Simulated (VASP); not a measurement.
Input of a VASP 6.6.1 run:

INCAR

```
SYSTEM = Si4Cl
PREC = Accurate
ENCUT = 500
EDIFF = 1E-6
ISMEAR = 0
SIGMA = 0.2
LREAL = .False.
LASPH = .True.
NELM = 120
ALGO = Normal
ISIF = 2
LWAVE = .False.
LCHARG = .False.
GGA = PE
NBANDS = 20
GGA_COMPAT = .False.
```

Contents of KPOINTS:

```
Automatic mesh
0
Gamma
  4 4 4
  0 0 0
```

Contents of POSCAR:

```
Si4Cl
1.0
    4.5912582018      0.0000000024      0.0000000000
   -2.2956291030      3.9761462369      0.0000000000
    0.0000000000      0.0000000000      4.9998786817
Si Cl
4 1
Direct
    0.3333333333      0.6666666667      0.2503057980
    0.6666666667      0.3333333333      0.2503057980
    0.6666666667      0.3333333333      0.7496942020
    0.3333333333      0.6666666667      0.7496942020
    0.0000000000      0.0000000000      0.0000000000
```

Potentials or basis: VASP PAW PBE potentials, release 64 (Si, Cl).

Run with:

```bash
$ cat potpaw_PBE.64/Si/POTCAR potpaw_PBE.64/Cl/POTCAR > POTCAR
$ mpirun -np 1 vasp_std > vasp.out
```

**Question.** What does it give for the pressure?

**Answer.** 0.1 GPa.

**Question.** Estimate the band gap on the k mesh.

**Answer.** Zero (an odd number of electrons rules out a gap without spin polarisation).

**Question.** What does it give for the largest force?

**Answer.** 0.023 eV/Å.

Forces in eV/Å, atoms in the order of the input:
```
Si   0.000  0.000  0.023
Si   0.000  0.000  0.023
Si   0.000  0.000 -0.023
Si   0.000  0.000 -0.023
Cl   0.000  0.000  0.000
```

Caveat: the k points lie up to 0.40 Å⁻¹ apart, too coarse for converged energies and pressures of a metal; an odd number of electrons without spin polarisation forces a metal; a magnetic or distorted state may lie lower.
